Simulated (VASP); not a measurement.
# Se (Fd-3m) in VASP: notebook, part 2 of 2

VASP 6.6.1. Earlier steps stand in the parts before.

## 4. Relaxation of cell and atoms, PBEsol, target pressure 450 GPa, at which the enthalpy is minimised

This run uses another cell than the first one, of 8.62 Å³/atom, 0.880 times its volume.

Input file INCAR:

```
ALGO     = Normal         # electronic algorithm
EDIFF    = 1E-6           # SCF threshold, eV
EDIFFG   = -0.005         # ionic threshold
ENCUT    = 600            # plane-wave cutoff, eV
GGA      = PS             # functional
IBRION   = 2              # ionic algorithm
ISIF     = 3              # what is computed and relaxed
ISMEAR   = -1             # smearing method
LASPH    = True           # aspherical terms in the spheres
LCHARG   = False          # write CHGCAR
LREAL    = False          # projectors in reciprocal space
LWAVE    = False          # write WAVECAR
NELM     = 80             # most SCF steps
NSW      = 60             # ionic steps
PREC     = Accurate       # precision mode
PSTRESS  = 4500.0       
SIGMA    = 0.05           # smearing width, eV
```

Input file KPOINTS:

```
k-points
0
Gamma
  15 15 15
```

Input file POSCAR:

```
Se
1.0
    0.0000000000      2.0504370953      2.0504370953
    2.0504370953      0.0000000000      2.0504370953
    2.0504370953      2.0504370953      0.0000000000
Se
2
Direct
   -0.1250000000     -0.1250000000     -0.1250000000
    0.1250000000      0.1250000000      0.1250000000
```

Started as:

```sh
> cat potpaw_PBE.64/Se/POTCAR > POTCAR
> mpirun -np 1 vasp_std > vasp.out
```

Wall time 39 s (1 thread of Intel Xeon Platinum 8559C (Emerald Rapids), shared host); peak memory 0.16 GiB.

Results (log left out):

```
Free energy                                            : 15.0992 eV
Relaxed volume                                         : 9.91 Å³/atom
Relaxed cell                                           : a = 3.038 Å, b = 3.038 Å, c = 3.038 Å, α = 60.00°, β = 60.00°, γ = 60.00°
Space group after relaxing (to 0.05 Å)                 : Fd-3m (No. 227)
Energy change on relaxing (the enthalpy is what falls) : -4523.1 meV/atom
Ionic steps                                            : 6
Pressure after relaxing                                : 450.1 GPa
Band gap on the k mesh                                 : zero (band 6 reaches 20.70 eV, above the bottom of band 7 at 14.66 eV)
```

Step by step:
```
step  energy change (eV)  largest force (eV/Å)  pressure (GPa)  volume (Å³)
   1              0.0000                0.0000          698.83        17.24
   2            -30.3517                0.0000           -6.72        76.87
   3            -19.7583                0.0000          208.18        25.37
   4            -10.4373                0.0000          415.69        20.33
   5             -9.2204                0.0000          445.65        19.88
   6             -9.0462                0.0000          450.07        19.82
```

Final structure:
```
CELL_PARAMETERS angstrom
0.00000 2.14790 2.14790
2.14790 0.00000 2.14790
2.14790 2.14790 0.00000
ATOMIC_POSITIONS crystal
Se 0.87500 0.87500 0.87500
Se 0.12500 0.12500 0.12500
```

Levels at points of the mesh, in eV from the Fermi level:
```csv
k point,band 3,band 4,band 5,band 6,band 7,band 8,band 9,band 10
"(0.00, 0.00, 0.00)",-7.50,-7.50,-3.19,-3.19,-3.19,-0.26,4.85,6.84
```

Caveat: the cell is relaxed towards a set pressure, so the enthalpy falls and the energy may rise; the PAW data sets were made with another functional, which shifts forces and pressure a little.

## 5. Relaxation of cell and atoms, PBEsol, target pressure 450 GPa, at which the enthalpy is minimised

Input file INCAR:

```
PREC = Accurate
ENCUT = 600
EDIFF = 1E-6
ISMEAR = -1
SIGMA = 0.05
LREAL = False
LASPH = True
NELM = 80
ALGO = Normal
ISIF = 3
LWAVE = False
LCHARG = False
GGA = PS
IBRION = 2
NSW = 32
EDIFFG = -0.005
PSTRESS = 4500.0
```

Input file KPOINTS:

```
Automatic mesh
0
Gamma
  15 15 15
```

Input file POSCAR:

```
Se
1.0
    0.0000000000      2.1396987009      2.1396987009
    2.1396987009      0.0000000000      2.1396987009
    2.1396987009      2.1396987009      0.0000000000
Se
2
Direct
   -0.1250000000     -0.1250000000     -0.1250000000
    0.1250000000      0.1250000000      0.1250000000
```

Started as:

```sh
> cat potpaw_PBE.64/Se/POTCAR > POTCAR
> mpirun -np 1 vasp_std > vasp.out
```

Wall time 24 s (1 thread of Intel Xeon Platinum 8559C (Emerald Rapids), shared host); peak memory 0.16 GiB.

Results (log left out):

```
Free energy                                            : 15.0953 eV
Relaxed volume                                         : 9.91 Å³/atom
Relaxed cell                                           : a = 3.038 Å, b = 3.038 Å, c = 3.038 Å, α = 60.00°, β = 60.00°, γ = 60.00°
Space group after relaxing (to 0.05 Å)                 : Fd-3m (No. 227)
Energy change on relaxing (the enthalpy is what falls) : -324.6 meV/atom
Ionic steps                                            : 4
Pressure after relaxing                                : 450.0 GPa
Band gap on the k mesh                                 : zero (band 6 reaches 20.70 eV, above the bottom of band 7 at 14.66 eV)
```

The path:
| step | energy change (eV) | largest force (eV/Å) | pressure (GPa) | volume (Å³) |
| --- | --- | --- | --- | --- |
| 1 | 0.0000 | 0.0000 | 466.59 | 19.59 |
| 2 | -7.0556 | 0.0000 | 299.22 | 22.61 |
| 3 | -0.7027 | 0.0000 | 448.63 | 19.84 |
| 4 | -0.6493 | 0.0000 | 449.97 | 19.82 |

Final structure:
```
Se
1.0
     0.00000    2.14793    2.14793
     2.14793    0.00000    2.14793
     2.14793    2.14793    0.00000
Se
2
Cartesian
  3.7589 3.7589 3.7589
  0.5370 0.5370 0.5370
```

Levels at points of the mesh, in eV from the Fermi level:
```tsv
k point	band 3	band 4	band 5	band 6	band 7	band 8	band 9	band 10
(0.00, 0.00, 0.00)	-7.50	-7.50	-3.19	-3.19	-3.19	-0.26	4.85	6.84
```

Caveat: the cell is relaxed towards a set pressure, so the enthalpy falls and the energy may rise; the PAW data sets were made with another functional, which shifts forces and pressure a little.

## 6. The runs side by side

```tsv
task	cell	cutoff (eV)	gap on the mesh (eV)	pressure (GPa)
single point	a = 3.026 Å, angles 60.0°, 2 atoms	520	none	466.6
single point	a = 3.028 Å, angles 60.0°, 2 atoms	520	none	464.1
relaxation of cell and atoms	relaxed to 450 GPa from a = 2.900 Å, angles 60.0°, 2 atoms	600	none	450.1
relaxation of cell and atoms	relaxed to 450 GPa from a = 3.026 Å, angles 60.0°, 2 atoms	600	none	450.0
```

Alike in all rows: level PBEsol; potentials or basis VASP PAW PBE potentials, release 64 (Se); no spin polarisation; k mesh 15 × 15 × 15; smearing fermi-dirac 0.05 eV.

Caveats: the PAW data sets were made with another functional, which shifts forces and pressure a little; the cell is relaxed towards a set pressure, so the enthalpy falls and the energy may rise (some runs).

Total energies depend on the potentials used, so only differences within one code and one set of settings carry meaning.
